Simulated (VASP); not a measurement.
# Hf3H in VASP: further runs

Runs on Hf3H. Level: PBE. Tasks: relaxation of the atoms.

Program: VASP 6.6.1. These are calculated values, not measurements. Logs are shortened: lines on timing, memory, paths and dates and some standing lists are left out, and cuts for length are marked.

## Step 1: The cell of the first run

The cell holds a slab with vacuum, 4 atoms: a = 3.070 Å, b = 3.070 Å, c = 20.281 Å, α = 90.00°, β = 90.00°, γ = 109.47°.

## Step 2: Relaxation of the atoms, PBE

The input, INCAR:

```
SYSTEM = Hf3H
PREC = Accurate
ENCUT = 520
EDIFF = 1E-7
ISMEAR = 0
SIGMA = 0.1
LREAL = .FALSE.
LASPH = .TRUE.
NELM = 100
ALGO = Fast
ISIF = 2
LWAVE = .FALSE.
LCHARG = .FALSE.
LDIPOL = .TRUE.
IDIPOL = 3
DIPOL = 0.5 0.5 0.362
GGA = PE
IBRION = 2
NSW = 36
EDIFFG = -0.025
```

The input, KPOINTS:

```
regular mesh
0
G
  9 9 1
  0 0 0
```

The input, POSCAR:

```
Hf3H
1.0
    3.0697355021      0.0000000000      0.0000000000
   -1.0232451674      2.8941743867      0.0000000000
    0.0000000000      0.0000000000     20.2814081478
Hf H
3 1
Selective dynamics
Direct
    0.5000000000      0.5000000000      0.1972249644  F F F
    0.0000000000      0.0000000000      0.3153436029  F F F
    0.5000000000      0.5000000000      0.4329782273  F F F
    0.6666666667      1.1666666667      0.5017266500  F F T
```

Potentials or basis: VASP PAW PBE potentials, release 64 (Hf_pv, H).

Launch:

```sh
$ cat potpaw_PBE.64/Hf_pv/POTCAR potpaw_PBE.64/H/POTCAR > POTCAR
$ mpirun -np 1 vasp_std > vasp.out
```

OUTCAR:

```text
SYSTEM = Hf3H
   PREC = Accurate
   ENCUT = 520
   EDIFF = 1E-7
   ISMEAR = 0
   LREAL = .FALSE.
   LASPH = .TRUE.
   NELM = 100
   ISIF = 2
   GGA = PE
   IBRION = 2
   NSW = 36
   EDIFFG = -0.025

 ion  position               nearest neighbor table
   1  0.500  0.500  0.197-   2 2.98   2 2.98   2 3.47   2 3.47
   2  0.000  0.000  0.315-   3 2.97   3 2.97   1 2.98   1 2.98   3 3.46   3 3.46   1 3.47   1 3.47

   3  0.500  0.500  0.433-   4 1.90   2 2.97   2 2.97   2 3.46   2 3.46
   4  0.667  0.167  0.502-   3 1.90

  LATTYP: Found a base centered orthorhombic cell.
 ALAT       =     3.5446252370
 B/A-ratio  =     1.4142135624
 C/A-ratio  =     5.7217355268

  Lattice vectors:

 A1 = (   3.0697355021,   0.0000000000,   0.0000000000)
 A2 = (  -1.0232451674,   2.8941743867,   0.0000000000)
 A3 = (   0.0000000000,   0.0000000000,  20.2814081478)

Analysis of symmetry for initial positions (statically):
=====================================================================
 Subroutine PRICEL returns:
 Original cell was already a primitive cell.

 Routine SETGRP: Setting up the symmetry group for a
 base centered orthorhombic supercell.

 Subroutine GETGRP returns: Found  1 space group operations
 (whereof  1 operations were pure point group operations)
 out of a pool of  8 trial point group operations.

The static configuration has the point symmetry C_1 .

Analysis of symmetry for dynamics (positions and initial velocities):
=====================================================================
 Subroutine PRICEL returns:
 Original cell was already a primitive cell.

 Routine SETGRP: Setting up the symmetry group for a
 base centered orthorhombic supercell.

 Subroutine GETGRP returns: Found  1 space group operations
 (whereof  1 operations were pure point group operations)
 out of a pool of  8 trial point group operations.

The dynamic configuration has the point symmetry C_1 .

Analysis of constrained symmetry for selective dynamics:
=====================================================================
 Subroutine PRICEL returns:
 Original cell was already a primitive cell.

 Routine SETGRP: Setting up the symmetry group for a
 base centered orthorhombic supercell.

 Subroutine GETGRP returns: Found  1 space group operations
 (whereof  1 operations were pure point group operations)
 out of a pool of  8 trial point group operations.

The constrained configuration has the point symmetry C_1 .

 Subroutine INISYM returns: Found  1 space group operations
 (whereof  1 operations are pure point group operations),
 and found     1 'primitive' translations

----------------------------------------------------------------------------------------

                                     Primitive cell

  volume of cell :     180.1871

  direct lattice vectors                    reciprocal lattice vectors
     3.069735502  0.000000000  0.000000000     0.325760965  0.115173894  0.000000000
    -1.023245167  2.894174387  0.000000000     0.000000000  0.345521681  0.000000000
     0.000000000  0.000000000 20.281408148     0.000000000  0.000000000  0.049306241

  length of vectors
     3.069735502  3.069735502 20.281408148     0.345521681  0.345521681  0.049306241

  position of ions in fractional coordinates (direct lattice)
     0.500000000  0.500000000  0.197224964
     0.000000000  0.000000000  0.315343603
     0.500000000  0.500000000  0.432978227
     0.666666667  0.166666667  0.501726650

  ion indices of the primitive-cell ions
   primitive index   ion index
                 1           1
                 2           2
                 3           3
                 4           4

----------------------------------------------------------------------------------------

 KPOINTS: regular mesh

Automatic generation of k-mesh.
 Grid dimensions read from file:
 generate k-points for:    9    9    1

 Generating k-lattice:

  Cartesian coordinates                     Fractional coordinates (reciprocal lattice)
     0.036195663  0.012797099  0.000000000     0.111111111  0.000000000  0.000000000
     0.000000000  0.038391298  0.000000000     0.000000000  0.111111111  0.000000000
     0.000000000  0.000000000  0.049306241     0.000000000  0.000000000  1.000000000

  Length of vectors
     0.038391298  0.038391298  0.049306241

  Shift w.r.t. Gamma in fractional coordinates (k-lattice)
     0.000000000  0.000000000  0.000000000

 Subroutine IBZKPT returns following result:
 ===========================================

 Found     41 irreducible k-points:

 Following reciprocal coordinates:
            Coordinates               Weight
  0.000000  0.000000  0.000000      1.000000
  0.111111  0.000000  0.000000      2.000000
  0.000000  0.111111  0.000000      2.000000
  0.222222  0.000000  0.000000      2.000000
  0.000000  0.222222  0.000000      2.000000
  0.333333  0.000000  0.000000      2.000000
[... 16 lines left out ...]
 -0.111111  0.111111  0.000000      2.000000
  0.222222  0.222222  0.000000      2.000000
 [... further k-points ...]
   k-points           NKPTS =     41   k-points in BZ     NKDIM =     41   number of bands    NBANDS=     19
   number of dos      NEDOS =    301   number of ions     NIONS =      4
   total plane-waves  NPLWV =  92160
   dimension x,y,z NGX =    24 NGY =   24 NGZ =  160
   dimension x,y,z NGXF=    48 NGYF=   48 NGZF=  320
   ions per type =               3   1
   NGX,Y,Z   is equivalent  to a cutoff of  13.00, 13.00, 13.12 a.u.
   NGXF,Y,Z  is equivalent  to a cutoff of  26.00, 26.00, 26.23 a.u.
 SYSTEM =  Hf3H
   PREC   = accura    normal or accurate (medium, high low for compatibility)
   ISTART =      0    job   : 0-new  1-cont  2-samecut
   ICHARG =      2    charge: 1-file 2-atom 10-const
   ISPIN  =      1    spin polarized calculation?
   LNONCOLLINEAR =      F non collinear calculations
   LSORBIT =      F    spin-orbit coupling
   LASPH  =      T    aspherical Exc in radial PAW
   ENCUT  =  520.0 eV  38.22 Ry    6.18 a.u.   5.71  5.71 37.71*2*pi/ulx,y,z
   NELM   =    100;   NELMIN=  2; NELMDL= -5     # of ELM steps
   EDIFF  = 0.1E-06   stopping-criterion for ELM
   LREAL  =      F    real-space projection
   EDIFFG = -.3E-01   stopping-criterion for IOM
   NSW    =     36    number of steps for IOM
   IBRION =      2    ionic relax: 0-MD 1-quasi-New 2-CG
   NFREE  =      1    steps in history (QN), initial steepest desc. (CG)
   ISIF   =      2    stress and relaxation
   ISYM   =      2    0-nonsym 1-usesym 2-fastsym
   POTIM  = 0.5000    time-step for ionic-motion
   TEBEG  =    0.0;   TEEND  =   0.0 temperature during run
   PSTRESS=    0.0 pullay stress
   NELECT =      31.0000    total number of electrons
   NUPDOWN=      -1.0000    fix difference up-down
   EMIN   =  10.00;   EMAX   =-10.00  energy-range for DOS
   EFERMI =   0.00;   METHOD = LEGACY
   ISMEAR =     0;   SIGMA  =   0.10  broadening in eV -4-tet -1-fermi 0-gaus
   EFERMI_NEDOS =   21; number of points for ismear=-14 and -15
   IALGO  =     68    algorithm
   IMIX   =      4    mixing-type and parameters
     AMIX     =   0.40;   BMIX     =  1.00
     AMIX_MAG =   1.60;   BMIX_MAG =  1.00
  volume/ion in A,a.u.               =      45.05       303.99
  Fermi-wavevector in a.u.,A,eV,Ry     =   0.910516  1.720625 11.279760  0.829039
  Thomas-Fermi vector in A             =   2.034687
   LORBIT       =      0    0 simple, 1 ext, 2 COOP (PROOUT), +10 PAW based schemes
   GGA     = PE    functional components
   LHFCALC =     F    Hartree Fock is set to
   AEXX    =    0.0000 exact exchange contribution
   IVDW    =     0    specifies the selected vdW correction
   LEPSILON=     F    determine dielectric tensor
   LRPA    =     F    only Hartree local field effects (RPA)
 conjugate gradient relaxation of ions
 non-spin polarized calculation
 RMM-DIIS sequential band-by-band and
 Gauss-broadening in eV      SIGMA  =   0.10
  energy-cutoff  :      520.00
  volume of cell :      180.19
 maximum number of plane-waves:      4883
   NGX = 11   NGY = 11   NGZ = 75

 dipolmoment           0.000000      0.000000     -0.008560 electrons x Angstroem

 number of electron      31.0000002 magnetization

 dipolmoment           0.000000      0.000000      0.030653 electrons x Angstroem

 Free energy of the ion-electron system (eV)
  ---------------------------------------------------
  ext. energy  EPLUGINS =         0.00000000
  ---------------------------------------------------
  free energy    TOTEN  =       -31.37678467 eV

  energy without entropy =      -31.34245726  energy(sigma->0) =      -31.35962096

 E-fermi :  -0.9587     XC(G=0):  -5.2240

 val. band max:       -0.9597694584   @ k =   0.2222   0.1111   0.0000
 cond. band min:      -0.9397047983   @ k =   0.3333  -0.4444   0.0000
 fundamental gap:      0.0200646601
 Fermi energy:        -0.9586615107

 k-point     1 :       0.0000    0.0000    0.0000
  band No.  band energies     occupation
      1     -31.7787      2.00000
      2     -31.6292      2.00000
      3     -31.2876      2.00000
      4     -31.2376      2.00000
      5     -31.1357      2.00000
      6     -31.0278      2.00000
[... 11 lines left out ...]
     18       0.3566      0.00000
     19       0.6031      0.00000

 k-point     2 :       0.1111    0.0000    0.0000
  band No.  band energies     occupation
      1     -31.7585      2.00000
      2     -31.6308      2.00000
      3     -31.3293      2.00000
      4     -31.2896      2.00000
      5     -31.1697      2.00000
      6     -31.0601      2.00000
[... 476 lines left out ...]
 k-point    24 :       0.2222    0.2222    0.0000
  band No.  band energies     occupation
      1     -31.6637      2.00000
      2     -31.6304      2.00000
      3     -31.5545      2.00000
      4     -31.5032      2.00000
      5     -31.4225      2.00000
      6     -31.3165      2.00000
[... 11 lines left out ...]
     18      -0.4005      0.00000
     19       0.2023      0.00000

 [... further k-points ...]

------------------------ aborting loop because EDIFF is reached ----------------------------------------

 vacuum level on the upper side and lower side of the slab       (xc-potential included)         0.127        -0.541

  FORCE on cell =-STRESS in cart. coord.  units (eV):
  Direction    XX          YY          ZZ          XY          YZ          ZX
  --------------------------------------------------------------------------------------
  -------------------------------------------------------------------------------------
  Total       -0.5570179     -1.0670813      0.7117761     -0.8190149     -1.2304958      1.1834353
  in kB       -4.9528591     -9.4882110      6.3289288     -7.2824685    -10.9412506     10.5228005
  external PRESSURE =      -2.7040471 kB  Pullay stress =       0.0000000 kB

 VOLUME and BASIS-vectors are now :
 -----------------------------------------------------------------------------
  energy-cutoff  :      520.00
  volume of cell :      180.19
      direct lattice vectors                 reciprocal lattice vectors
     3.069735502  0.000000000  0.000000000     0.325760965  0.115173894  0.000000000
    -1.023245167  2.894174387  0.000000000     0.000000000  0.345521681  0.000000000
     0.000000000  0.000000000 20.281408148     0.000000000  0.000000000  0.049306241

 POSITION                                       TOTAL-FORCE (eV/Angst)
 -----------------------------------------------------------------------------------
      1.02325      1.44709      4.00000         0.003470      0.018082      0.000329
      0.00000      0.00000      6.39561        -0.019032     -0.021936     -0.308064
      1.02325      1.44709      8.78141        -0.812596      0.861948      0.307191
      1.87595      0.48236     10.17572         0.828158     -0.858094      0.000544
 -----------------------------------------------------------------------------------
    total drift:                                0.000024     -0.000013     -0.000271

  FREE ENERGIE OF THE ION-ELECTRON SYSTEM (eV)
  ---------------------------------------------------
  free  energy   TOTEN  =       -31.3767846703 eV

  energy  without entropy=      -31.3424572569  energy(sigma->0) =      -31.35962096

 reached required accuracy - stopping structural energy minimisation

 vacuum level on the upper side and lower side of the slab         3.716         3.032
```

It took 7.4 min on 1 thread of Oxide Virtual Turin-like, shared host; peak memory 0.34 GiB.

Results:

```yaml
Free_energy: -31.3768 eV
Band_gap_on_the_k_mesh: zero (an odd number of electrons rules out a gap without spin polarisation)
```

Final structure:
```
Hf H
1.0
     3.06974    0.00000    0.00000
    -1.02325    2.89417    0.00000
     0.00000    0.00000   20.28141
Hf H
3 1
Direct
  0.50000 0.50000 0.19723
  0.00000 0.00000 0.31534
  0.50000 0.50000 0.43298
  0.66667 0.16667 0.50173
```

Caveat: the relaxation stopped at its first step, so nothing moved; spin-orbit coupling is left out, which moves the levels of the heavy elements.

## Step 3: Relaxation of the atoms, PBE

The input, INCAR:

```
SYSTEM = Hf3H
ALGO = Fast
DIPOL = 0.5 0.5 0.362
EDIFF = 1E-6
EDIFFG = -0.025
ENCUT = 520
GGA = PE
IBRION = 2
IDIPOL = 3
ISIF = 2
ISMEAR = 0
LASPH = .True.
LCHARG = .False.
LDIPOL = .True.
LREAL = .False.
LWAVE = .False.
NELM = 60
NSW = 36
PREC = Accurate
SIGMA = 0.1
```

The input, KPOINTS:

```
k-points
0
Gamma
  9 9 1
  0 0 0
```

POSCAR: that of step 2 with these lines changed.

```diff
@@ -12,2 +12,2 @@
     0.5000000000      0.5000000000      0.4329782273  F F F
-    0.6666666667      1.1666666667      0.5017266500  F F T
+    0.6666666667      1.0000000000      0.5011291110  F F T
```

Potentials or basis: VASP PAW PBE potentials, release 64 (Hf_pv, H).

Launch:

```sh
$ cat potpaw_PBE.64/Hf_pv/POTCAR potpaw_PBE.64/H/POTCAR > POTCAR
$ mpirun -np 1 vasp_std > vasp.out
```

OUTCAR:

```text
SYSTEM = Hf3H
   EDIFF = 1E-6
   EDIFFG = -0.025
   ENCUT = 520
   GGA = PE
   IBRION = 2
   ISIF = 2
   ISMEAR = 0
   LASPH = .True.
   LREAL = .False.
   NELM = 60
   NSW = 36
   PREC = Accurate

 ion  position               nearest neighbor table
   1  0.500  0.500  0.197-   2 2.98   2 2.98   2 3.47   2 3.47
   2  0.000  0.000  0.315-   3 2.97   3 2.97   1 2.98   1 2.98   3 3.46   3 3.46   1 3.47   1 3.47

   3  0.500  0.500  0.433-   4 2.00   4 2.25   2 2.97   2 2.97   2 3.46   2 3.46
   4  0.667  0.000  0.501-   3 2.00   3 2.25

  LATTYP: Found a base centered orthorhombic cell.
 ALAT       =     3.5446252370
 B/A-ratio  =     1.4142135624
 C/A-ratio  =     5.7217355268

  Lattice vectors:

 A1 = (   3.0697355021,   0.0000000000,   0.0000000000)
 A2 = (  -1.0232451674,   2.8941743867,   0.0000000000)
 A3 = (   0.0000000000,   0.0000000000,  20.2814081478)

Analysis of symmetry for initial positions (statically):
=====================================================================
 Subroutine PRICEL returns:
[... 278 lines left out ...]
  -------------------------------------------------------------------------------------
  Total       -1.0969243     -0.8896181      0.6902888     -0.1530167      1.0806582      0.0138379
  in kB       -9.7535672     -7.9102543      6.1378695     -1.3605853      9.6089335      0.1230427
  external PRESSURE =      -3.8419840 kB  Pullay stress =       0.0000000 kB
[... 25 lines left out ...]
--------------------------------------- Ionic step        4  -------------------------------------------

 number of electron      31.0000002 magnetization

 dipolmoment           0.000000      0.000000      0.015497 electrons x Angstroem

 Free energy of the ion-electron system (eV)
  ---------------------------------------------------
  ext. energy  EPLUGINS =         0.00000000
  ---------------------------------------------------
  free energy    TOTEN  =       -31.51937724 eV

  energy without entropy =      -31.48577428  energy(sigma->0) =      -31.50257576

 E-fermi :  -0.8430     XC(G=0):  -5.2088

 val. band max:       -0.8482470633   @ k =   0.4444   0.0000   0.0000
 cond. band min:      -0.8281791238   @ k =   0.2222   0.1111   0.0000
 fundamental gap:      0.0200679394
 Fermi energy:        -0.8430383682

 k-point     1 :       0.0000    0.0000    0.0000
  band No.  band energies     occupation
      1     -31.6691      2.00000
      2     -31.5185      2.00000
      3     -31.1725      2.00000
      4     -31.0976      2.00000
      5     -31.0240      2.00000
      6     -30.9227      2.00000
[... 505 lines left out ...]
      6     -31.2160      2.00000
[... 11 lines left out ...]
     18      -0.2812      0.00000
     19       0.3931      0.00000

 [... further k-points ...]

------------------------ aborting loop because EDIFF is reached ----------------------------------------

 vacuum level on the upper side and lower side of the slab       (xc-potential included)         0.140        -0.169

  FORCE on cell =-STRESS in cart. coord.  units (eV):
  Direction    XX          YY          ZZ          XY          YZ          ZX
  --------------------------------------------------------------------------------------
  -------------------------------------------------------------------------------------
  Total       -1.0909013     -0.7737291      0.8171628     -0.1664670      1.1321551      0.0243488
  in kB       -9.7000119     -6.8797987      7.2660007     -1.4801819     10.0668301      0.2165028
  external PRESSURE =      -3.1046033 kB  Pullay stress =       0.0000000 kB
[... 19 lines left out ...]
  FREE ENERGIE OF THE ION-ELECTRON SYSTEM (eV)
  ---------------------------------------------------
  free  energy   TOTEN  =       -31.5193772397 eV

  energy  without entropy=      -31.4857742791  energy(sigma->0) =      -31.50257576

 reached required accuracy - stopping structural energy minimisation

 vacuum level on the upper side and lower side of the slab         3.676         3.361
```

OSZICAR:

```text
N       E                     dE             d eps       ncg     rms          rms(c)
DAV:   1     0.887935289866E+02    0.88794E+02   -0.17144E+04  2294   0.133E+03
DAV:   2    -0.271278191149E+02   -0.11592E+03   -0.11219E+03  1950   0.262E+02
DAV:   3    -0.342853766325E+02   -0.71576E+01   -0.67588E+01  2003   0.467E+01
[... 73 lines left out ...]
RMM:   6    -0.315193753071E+02    0.18039E-04   -0.82125E-05  1981   0.312E-02    0.290E-02
RMM:   7    -0.315193773352E+02   -0.20281E-05   -0.13670E-05  1569   0.127E-02    0.330E-02
RMM:   8    -0.315193794571E+02   -0.21218E-05   -0.28302E-06  1117   0.781E-03    0.403E-02
RMM:   9    -0.315193765378E+02    0.29193E-05   -0.15129E-06   911   0.480E-03    0.269E-03
RMM:  10    -0.315193772397E+02   -0.70183E-06   -0.43370E-07   546   0.281E-03
   4 F= -.31519377E+02 E0= -.31502576E+02  d E =-.229640E-01
```

It took 16 min on 1 thread of Oxide Virtual Turin-like, shared host; peak memory 0.34 GiB.

Results:

```
Free energy               : -31.5194 eV
Energy gained by relaxing : 5.7 meV/atom
Ionic steps               : 4
Band gap on the k mesh    : zero (an odd number of electrons rules out a gap without spin polarisation)
```

Step by step:
| step | energy change (eV) | largest force on free atoms (eV/Å) | pressure (GPa) |
| --- | --- | --- | --- |
| 1 | 0.0000 | 0.4357 | -0.66 |
| 2 | -0.0083 | 0.3515 | -0.60 |
| 3 | -0.0221 | 0.0861 | -0.38 |
| 4 | -0.0230 | 0.0028 | -0.31 |

Final structure:
```yaml
crystal:
  lattice:
    - [3.06974, 0.00000, 0.00000]
    - [-1.02325, 2.89417, 0.00000]
    - [0.00000, 0.00000, 20.28141]
  atoms:
    - { symbol: Hf, position: [0.50000, 0.50000, 0.19723] }
    - { symbol: Hf, position: [0.00000, 0.00000, 0.31534] }
    - { symbol: Hf, position: [0.50000, 0.50000, 0.43298] }
    - { symbol: H, position: [0.66667, 0.00000, 0.49598] }
```

Caveat: spin-orbit coupling is left out, which moves the levels of the heavy elements.
